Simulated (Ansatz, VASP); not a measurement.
**YPb3: VASP beside Ansatz**

```
Y Pb
1.0
     4.88647    0.00000    0.00000
     0.00000    4.88647    0.00000
     0.00000    0.00000    4.88647
Y Pb
1 3
Direct
  0.00000 0.00000 0.00000
  0.00000 0.50000 0.50000
  0.50000 0.00000 0.50000
  0.50000 0.50000 0.00000
```

Change from the starting cell: volume scaled by 1.04.

Alike in both runs: task single point; functional PBEsol; k mesh 8 × 8 × 8; occupations fermi-dirac, width 0.08 eV; no spin polarisation.

|  | VASP | Ansatz |
| --- | --- | --- |
| version | VASP 6.6.1 | Ansatz 0.2.0 |
| potentials or method | VASP PAW PBE potentials, release 64 (Y_sv, Pb_d), cutoff 520 eV | all-electron LAPW, scalar-relativistic |

```csv
,VASP,Ansatz,Ansatz less VASP
pressure (GPa),-2.5,-2.5,+0.08
```

VASP's potentials were made for PBE, not for PBEsol. Ansatz ran all-electron here, and VASP with PAW potentials.

Spin-orbit coupling is off throughout.
